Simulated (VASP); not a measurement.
Input of a VASP 6.6.1 run:

Contents of INCAR:

```
PREC = Accurate
ENCUT = 520
EDIFF = 1E-6
ISMEAR = 0
SIGMA = 0.05
LREAL = False
LASPH = True
NELM = 100
ALGO = Normal
ISIF = 2
LWAVE = False
LCHARG = False
GGA = PE
NBANDS = 26
```

The input KPOINTS:

```
regular mesh
0
Gamma
  12 12 4
```

The input POSCAR:

```
C
1.0
    2.4551126132      0.0000000000      0.0000000000
   -1.2275563066      2.1261898921      0.0000000000
    0.0000000000      0.0000000000      8.0970746369
C
8
Direct
   -0.0027514005     -0.0055028011      0.0929732494
   -0.0027514005     -0.0055028011      0.5929732494
   -0.0027514005     -0.0055028011      0.4070267506
   -0.0027514005     -0.0055028011      0.9070267506
    0.3360847339      0.6721694677      0.1555299995
    0.6694180672      0.3388361344      0.6555299995
    0.3360847339      0.6721694677      0.3444700005
    0.6694180672      0.3388361344      0.8444700005
```

Potentials or basis: VASP PAW PBE potentials, release 64 (C).

The run is started by

```sh
$ cat potpaw_PBE.64/C/POTCAR > POTCAR
$ mpirun -np 1 vasp_std > vasp.out
```

(1) Predict the largest force.

(2) What does it give for the pressure?

(3) Predict the band gap on the k mesh.

Results:

(1) 0.914 eV/Å.

(2) 39.1 GPa.

(3) 4.64 eV, indirect (least direct gap 5.35 eV).
